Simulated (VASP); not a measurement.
# NaB (Fm-3m) in VASP: notebook

The runs below take NaB through single point, relaxation of cell and atoms, with PBE.

Everything below comes from runs of VASP 6.6.1. Logs are shortened: lines on timing, memory, paths and dates and some standing lists are left out, and cuts for length are marked.

### 1 The cell of the first run

Symmetry: Fm-3m, No. 225, cubic system. Conventional cell: a = 5.378 Å, b = 5.378 Å, c = 5.378 Å, α = 90.00°, β = 90.00°, γ = 90.00°. Within 3.5 Å of Na (site symmetry m-3m) lie 6 B at 2.69 Å. B (site symmetry m-3m) has 6 Na at 2.69 Å within 3.5 Å.

### 2 Single point, PBE

Contents of INCAR:

```
SYSTEM = NaB
PREC = Accurate
ENCUT = 520
EDIFF = 1E-6
ISMEAR = -1
SIGMA = 0.1
LREAL = .FALSE.
LASPH = .TRUE.
NELM = 100
ALGO = Normal
ISIF = 2
LWAVE = .FALSE.
LCHARG = .FALSE.
GGA = PE
NBANDS = 12
```

Contents of KPOINTS:

```
regular mesh
0
G
  14 14 14
  0 0 0
```

Contents of POSCAR:

```
NaB
1.0
    0.0000000000      2.6891983787      2.6891983787
    2.6891983787      0.0000000000      2.6891983787
    2.6891983787      2.6891983787      0.0000000000
Na B
1 1
Direct
    0.0000000000      0.0000000000      0.0000000000
    0.5000000000      0.5000000000      0.5000000000
```

Potentials or basis: VASP PAW PBE potentials, release 64 (Na_pv, B).

Run with:

```console
$ cat potpaw_PBE.64/Na_pv/POTCAR potpaw_PBE.64/B/POTCAR > POTCAR
$ mpirun -np 1 vasp_std > vasp.out
```

OUTCAR:

```text
SYSTEM = NaB
   PREC = Accurate
   ENCUT = 520
   EDIFF = 1E-6
   ISMEAR = -1
   LREAL = .FALSE.
   LASPH = .TRUE.
   NELM = 100
   ISIF = 2
   GGA = PE

 ion  position               nearest neighbor table
   1  0.000  0.000  0.000-
   2  0.500  0.500  0.500-

  LATTYP: Found a face centered cubic cell.
 ALAT       =     5.3783967574

  Lattice vectors:

 A1 = (   0.0000000000,   2.6891983787,   2.6891983787)
 A2 = (   2.6891983787,   0.0000000000,   2.6891983787)
 A3 = (   2.6891983787,   2.6891983787,   0.0000000000)

Analysis of symmetry for initial positions (statically):
=====================================================================
 Subroutine PRICEL returns:
 Original cell was already a primitive cell.

 Routine SETGRP: Setting up the symmetry group for a
 face centered cubic supercell.

 Subroutine GETGRP returns: Found 48 space group operations
 (whereof 48 operations were pure point group operations)
 out of a pool of 48 trial point group operations.

The static configuration has the point symmetry O_h .

Analysis of symmetry for dynamics (positions and initial velocities):
=====================================================================
 Subroutine PRICEL returns:
 Original cell was already a primitive cell.

 Routine SETGRP: Setting up the symmetry group for a
 face centered cubic supercell.

 Subroutine GETGRP returns: Found 48 space group operations
 (whereof 48 operations were pure point group operations)
 out of a pool of 48 trial point group operations.

The dynamic configuration has the point symmetry O_h .

 Subroutine INISYM returns: Found 48 space group operations
 (whereof 48 operations are pure point group operations),
 and found     1 'primitive' translations

----------------------------------------------------------------------------------------

                                     Primitive cell

  volume of cell :      38.8954

  direct lattice vectors                    reciprocal lattice vectors
     0.000000000  2.689198379  2.689198379    -0.185929013  0.185929013  0.185929013
     2.689198379  0.000000000  2.689198379     0.185929013 -0.185929013  0.185929013
     2.689198379  2.689198379  0.000000000     0.185929013  0.185929013 -0.185929013

  length of vectors
     3.803100819  3.803100819  3.803100819     0.322038497  0.322038497  0.322038497

  position of ions in fractional coordinates (direct lattice)
     0.000000000  0.000000000  0.000000000
     0.500000000  0.500000000  0.500000000

  ion indices of the primitive-cell ions
   primitive index   ion index
                 1           1
                 2           2

----------------------------------------------------------------------------------------

 KPOINTS: regular mesh

Automatic generation of k-mesh.
 Grid dimensions read from file:
 generate k-points for:   14   14   14

 Generating k-lattice:

  Cartesian coordinates                     Fractional coordinates (reciprocal lattice)
    -0.013280644  0.013280644  0.013280644     0.071428571  0.000000000  0.000000000
     0.013280644 -0.013280644  0.013280644     0.000000000  0.071428571  0.000000000
     0.013280644  0.013280644 -0.013280644     0.000000000  0.000000000  0.071428571

  Length of vectors
     0.023002750  0.023002750  0.023002750

  Shift w.r.t. Gamma in fractional coordinates (k-lattice)
     0.000000000  0.000000000  0.000000000

 Subroutine IBZKPT returns following result:
 ===========================================

 Found    104 irreducible k-points:

 Following reciprocal coordinates:
            Coordinates               Weight
  0.000000  0.000000  0.000000      1.000000
  0.071429  0.000000  0.000000      8.000000
  0.142857  0.000000  0.000000      8.000000
  0.214286  0.000000  0.000000      8.000000
  0.285714  0.000000  0.000000      8.000000
  0.357143  0.000000  0.000000      8.000000
[... 16 lines left out ...]
  0.214286  0.142857  0.000000     24.000000
  0.285714  0.142857  0.000000     24.000000
 [... further k-points ...]
   k-points           NKPTS =    104   k-points in BZ     NKDIM =    104   number of bands    NBANDS=     12
   number of dos      NEDOS =    301   number of ions     NIONS =      2
   total plane-waves  NPLWV =  21952
   dimension x,y,z NGX =    28 NGY =   28 NGZ =   28
   dimension x,y,z NGXF=    56 NGYF=   56 NGZF=   56
   ions per type =               1   1
   NGX,Y,Z   is equivalent  to a cutoff of  12.24, 12.24, 12.24 a.u.
   NGXF,Y,Z  is equivalent  to a cutoff of  24.48, 24.48, 24.48 a.u.
 SYSTEM =  NaB
   PREC   = accura    normal or accurate (medium, high low for compatibility)
   ISTART =      0    job   : 0-new  1-cont  2-samecut
   ICHARG =      2    charge: 1-file 2-atom 10-const
   ISPIN  =      1    spin polarized calculation?
   LNONCOLLINEAR =      F non collinear calculations
   LSORBIT =      F    spin-orbit coupling
   LASPH  =      T    aspherical Exc in radial PAW
   ENCUT  =  520.0 eV  38.22 Ry    6.18 a.u.   7.07  7.07  7.07*2*pi/ulx,y,z
   NELM   =    100;   NELMIN=  2; NELMDL= -5     # of ELM steps
   EDIFF  = 0.1E-05   stopping-criterion for ELM
   LREAL  =      F    real-space projection
   EDIFFG = 0.1E-04   stopping-criterion for IOM
   NSW    =      0    number of steps for IOM
   IBRION =     -1    ionic relax: 0-MD 1-quasi-New 2-CG
   NFREE  =      0    steps in history (QN), initial steepest desc. (CG)
   ISIF   =      2    stress and relaxation
   ISYM   =      2    0-nonsym 1-usesym 2-fastsym
   POTIM  = 0.5000    time-step for ionic-motion
   TEBEG  =    0.0;   TEEND  =   0.0 temperature during run
   PSTRESS=    0.0 pullay stress
   NELECT =      10.0000    total number of electrons
   NUPDOWN=      -1.0000    fix difference up-down
   EMIN   =  10.00;   EMAX   =-10.00  energy-range for DOS
   EFERMI =   0.00;   METHOD = LEGACY
   ISMEAR =    -1;   SIGMA  =   0.10  broadening in eV -4-tet -1-fermi 0-gaus
   EFERMI_NEDOS =   21; number of points for ismear=-14 and -15
   IALGO  =     38    algorithm
   IMIX   =      4    mixing-type and parameters
     AMIX     =   0.40;   BMIX     =  1.00
     AMIX_MAG =   1.60;   BMIX_MAG =  1.00
  volume/ion in A,a.u.               =      19.45       131.24
  Fermi-wavevector in a.u.,A,eV,Ry     =   1.040979  1.967165 14.743782  1.083637
  Thomas-Fermi vector in A             =   2.175579
   LORBIT       =      0    0 simple, 1 ext, 2 COOP (PROOUT), +10 PAW based schemes
   GGA     = PE    functional components
   LHFCALC =     F    Hartree Fock is set to
   AEXX    =    0.0000 exact exchange contribution
   IVDW    =     0    specifies the selected vdW correction
   LEPSILON=     F    determine dielectric tensor
   LRPA    =     F    only Hartree local field effects (RPA)
 non-spin polarized calculation
  energy-cutoff  :      520.00
  volume of cell :       38.90
 maximum number of plane-waves:      1067
   NGX = 15   NGY = 15   NGZ = 15

 number of electron      10.0000000 magnetization

 number of electron       9.9999996 magnetization

 Free energy of the ion-electron system (eV)
  ---------------------------------------------------
  ext. energy  EPLUGINS =         0.00000000
  ---------------------------------------------------
  free energy    TOTEN  =        -4.32557007 eV

  energy without entropy =       -4.28964129  energy(sigma->0) =       -4.30760568

 E-fermi :   0.7370     XC(G=0):  -8.2983

 val. band max:        0.6915654945   @ k =  -0.4286   0.2857   0.0000
 cond. band min:       0.7391800636   @ k =  -0.2143   0.3571   0.1429
 fundamental gap:      0.0476145691
 Fermi energy:         0.7369513554

 k-point     1 :       0.0000    0.0000    0.0000
  band No.  band energies     occupation
      1     -22.3127      2.00000
      2     -22.3127      2.00000
      3     -22.3127      2.00000
      4      -6.4120      2.00000
      5       3.0938      0.00000
      6       3.0938      0.00000
      7       3.0938      0.00000
      8       8.0946      0.00000
      9      10.9459      0.00000
     10      10.9459      0.00000
     11      10.9459      0.00000
     12      13.1808      0.00000

 k-point     2 :       0.0714    0.0000    0.0000
  band No.  band energies     occupation
      1     -22.3147      2.00000
      2     -22.3129      2.00000
      3     -22.3129      2.00000
      4      -6.3507      2.00000
      5       2.8546      0.00000
      6       3.0589      0.00000
      7       3.0589      0.00000
      8       8.2425      0.00000
      9      10.5364      0.00000
     10      11.0452      0.00000
     11      11.0452      0.00000
     12      13.8409      0.00000

 k-point     3 :       0.1429    0.0000    0.0000
  band No.  band energies     occupation
      1     -22.3204      2.00000
      2     -22.3135      2.00000
      3     -22.3135      2.00000
      4      -6.1697      2.00000
      5       2.2335      0.00000
      6       2.9645      0.00000
      7       2.9645      0.00000
      8       8.5059      0.00000
      9      10.0462      0.00000
     10      11.2868      0.00000
     11      11.2868      0.00000
     12      13.8215      0.00000
[... 286 lines left out ...]
 k-point    23 :       0.2143    0.1429    0.0000
  band No.  band energies     occupation
      1     -22.3250      2.00000
      2     -22.3166      2.00000
      3     -22.3161      2.00000
      4      -5.8794      2.00000
      5       1.7842      0.00006
      6       2.6160      0.00000
      7       2.6321      0.00000
      8       8.8551      0.00000
      9       9.1316      0.00000
     10      11.6049      0.00000
     11      12.0085      0.00000
     12      12.3616      0.00000

 k-point    24 :       0.2857    0.1429    0.0000
  band No.  band energies     occupation
      1     -22.3323      2.00000
      2     -22.3177      2.00000
      3     -22.3170      2.00000
      4      -5.5680      2.00000
      5       1.0703      0.06886
      6       2.4536      0.00000
      7       2.4782      0.00000
      8       8.5683      0.00000
      9       9.5877      0.00000
     10      11.0619      0.00000
     11      12.1499      0.00000
     12      12.9885      0.00000

 [... further k-points ...]

------------------------ aborting loop because EDIFF is reached ----------------------------------------

  FORCE on cell =-STRESS in cart. coord.  units (eV):
  Direction    XX          YY          ZZ          XY          YZ          ZX
  --------------------------------------------------------------------------------------
  -------------------------------------------------------------------------------------
  Total        0.0188326      0.0188326      0.0188326     -0.0000000     -0.0000000      0.0000000
  in kB        0.7757524      0.7757524      0.7757524     -0.0000000     -0.0000000      0.0000000
  external PRESSURE =       0.7757524 kB  Pullay stress =       0.0000000 kB

 VOLUME and BASIS-vectors are now :
 -----------------------------------------------------------------------------
  energy-cutoff  :      520.00
  volume of cell :       38.90
      direct lattice vectors                 reciprocal lattice vectors
     0.000000000  2.689198379  2.689198379    -0.185929013  0.185929013  0.185929013
     2.689198379  0.000000000  2.689198379     0.185929013 -0.185929013  0.185929013
     2.689198379  2.689198379  0.000000000     0.185929013  0.185929013 -0.185929013

 POSITION                                       TOTAL-FORCE (eV/Angst)
 -----------------------------------------------------------------------------------
      0.00000      0.00000      0.00000         0.000000     -0.000000      0.000000
      2.68920      2.68920      2.68920         0.000000      0.000000      0.000000
 -----------------------------------------------------------------------------------
    total drift:                               -0.000000      0.000000      0.000000

  FREE ENERGIE OF THE ION-ELECTRON SYSTEM (eV)
  ---------------------------------------------------
  free  energy   TOTEN  =        -4.3255700708 eV

  energy  without entropy=       -4.2896412939  energy(sigma->0) =       -4.30760568
```

It took 13 s on 1 thread of Intel Xeon 6975P-C (Granite Rapids), shared host; peak memory 0.18 GiB.

What came out:

```yaml
Free_energy: -4.3256 eV
Pressure: 0.1 GPa
Band_gap_on_the_k_mesh: zero (bands 5 and 6 overlap by 2.91 eV)
```

Levels at points of the mesh, in eV from the Fermi level:
```
           k point  band 2  band 3  band 4  band 5  band 6  band 7  band 8  band 9
(0.00, 0.00, 0.00)  -23.05  -23.05   -7.15    2.36    2.36    2.36    7.36   10.21
(0.50, 0.00, 0.00)  -23.05  -23.05   -5.27   -1.92    1.75    1.75    7.00   10.32
(0.50, 0.50, 0.00)  -23.06  -23.06   -4.78   -1.43    0.98    0.98    6.04    6.84
```

### 3 Relaxation of cell and atoms, PBE

This run uses another cell than the first one, of 19.33 Å³/atom.

Contents of INCAR:

```
SYSTEM = NaB
PREC = Accurate
ENCUT = 600
EDIFF = 1E-6
ISMEAR = -1
SIGMA = 0.1
LREAL = .FALSE.
LASPH = .TRUE.
NELM = 60
ALGO = Normal
ISIF = 3
LWAVE = .FALSE.
LCHARG = .FALSE.
GGA = PE
IBRION = 2
NSW = 80
EDIFFG = -0.01
```

Contents of KPOINTS:

```
Automatic mesh
0
G
  14 14 14
  0 0 0
```

Contents of POSCAR:

```
NaB
1.0
    0.0000000000      2.6838690000      2.6838690000
    2.6838690000      0.0000000000      2.6838690000
    2.6838690000      2.6838690000      0.0000000000
Na B
1 1
Direct
    0.0000000000      0.0000000000      0.0000000000
    0.5000000000      0.5000000000      0.5000000000
```

Potentials or basis: VASP PAW PBE potentials, release 64 (Na_pv, B).

Run with:

```console
$ cat potpaw_PBE.64/Na_pv/POTCAR potpaw_PBE.64/B/POTCAR > POTCAR
$ mpirun -np 1 vasp_std > vasp.out
```

OUTCAR:

```text
SYSTEM = NaB
   PREC = Accurate
   ENCUT = 600
   EDIFF = 1E-6
   ISMEAR = -1
   LREAL = .FALSE.
   LASPH = .TRUE.
   NELM = 60
   ISIF = 3
   GGA = PE
   IBRION = 2
   NSW = 80
   EDIFFG = -0.01

 ion  position               nearest neighbor table
   1  0.000  0.000  0.000-
   2  0.500  0.500  0.500-

  LATTYP: Found a face centered cubic cell.
 ALAT       =     5.3677380000

  Lattice vectors:

 A1 = (   0.0000000000,   2.6838690000,   2.6838690000)
 A2 = (   2.6838690000,   0.0000000000,   2.6838690000)
 A3 = (   2.6838690000,   2.6838690000,   0.0000000000)

Analysis of symmetry for initial positions (statically):
=====================================================================
 Subroutine PRICEL returns:
 Original cell was already a primitive cell.

[... 259 lines left out ...]

 k-point     1 :       0.0000    0.0000    0.0000
  band No.  band energies     occupation
      1     -22.3200      2.00000
      2     -22.3200      2.00000
      3     -22.3200      2.00000
      4      -6.4136      2.00000
      5       3.0848      0.00000
      6       3.0848      0.00000
      7       3.0848      0.00000
      8       8.0759      0.00000
      9      10.9349      0.00000
[... 265 lines left out ...]
 k-point    24 :       0.2857    0.1429    0.0000
  band No.  band energies     occupation
      1     -22.3395      2.00000
      2     -22.3250      2.00000
      3     -22.3243      2.00000
      4      -5.5710      2.00000
      5       1.0634      0.06964
      6       2.4457      0.00000
      7       2.4702      0.00000
      8       8.5571      0.00000
      9       9.5714      0.00000

 [... further k-points ...]

------------------------ aborting loop because EDIFF is reached ----------------------------------------

  FORCE on cell =-STRESS in cart. coord.  units (eV):
  Direction    XX          YY          ZZ          XY          YZ          ZX
  --------------------------------------------------------------------------------------
  -------------------------------------------------------------------------------------
  Total        0.0050574      0.0050574      0.0050574     -0.0000000      0.0000000      0.0000000
  in kB        0.2080472      0.2080472      0.2080472     -0.0000000      0.0000000      0.0000000
  external PRESSURE =       0.2080472 kB  Pullay stress =       0.0000000 kB
[... 17 lines left out ...]
  FREE ENERGIE OF THE ION-ELECTRON SYSTEM (eV)
  ---------------------------------------------------
  free  energy   TOTEN  =        -4.3256163726 eV

  energy  without entropy=       -4.2896501666  energy(sigma->0) =       -4.30763327

 reached required accuracy - stopping structural energy minimisation
```

It took 29 s on 1 thread of Intel Xeon 6975P-C (Granite Rapids), shared host; peak memory 0.19 GiB.

Results:

| Property | Result |
| --- | --- |
| Free energy | -4.3256 eV |
| Relaxed volume | 19.47 Å³/atom |
| Relaxed cell | a = 3.805 Å, b = 3.805 Å, c = 3.805 Å, α = 60.00°, β = 60.00°, γ = 60.00° |
| Space group after relaxing (to 0.1 Å) | Fm-3m (No. 225) |
| Energy gained by relaxing | 0.1 meV/atom |
| Ionic steps | 3 |
| Pressure after relaxing | 0.0 GPa |
| Band gap on the k mesh | zero (bands 5 and 6 overlap by 2.91 eV) |

Step by step:
| step | energy change (eV) | largest force (eV/Å) | pressure (GPa) | volume (Å³) |
| --- | --- | --- | --- | --- |
| 1 | 0.0000 | 0.0000 | 0.24 | 38.66 |
| 2 | -0.0002 | 0.0000 | 0.10 | 38.82 |
| 3 | -0.0002 | 0.0000 | 0.02 | 38.95 |

Final structure:
```yaml
crystal:
  lattice:
    - [0.00000, 2.69038, 2.69038]
    - [2.69038, 0.00000, 2.69038]
    - [2.69038, 2.69038, 0.00000]
  atoms:
    - { symbol: Na, position: [0.00000, 0.00000, 0.00000] }
    - { symbol: B, position: [0.50000, 0.50000, 0.50000] }
```

Levels at points of the mesh, in eV from the Fermi level:
| k point | band 1 | band 2 | band 3 | band 4 | band 5 | band 6 | band 7 | band 8 | band 9 |
| --- | --- | --- | --- | --- | --- | --- | --- | --- | --- |
| (0.00, 0.00, 0.00) | -23.05 | -23.05 | -23.05 | -7.14 | 2.35 | 2.35 | 2.35 | 7.34 | 10.20 |
| (0.50, 0.00, 0.00) | -23.09 | -23.06 | -23.06 | -5.27 | -1.92 | 1.75 | 1.75 | 6.99 | 10.31 |
| (0.50, 0.50, 0.00) | -23.09 | -23.07 | -23.07 | -4.78 | -1.42 | 0.98 | 0.98 | 6.04 | 6.83 |
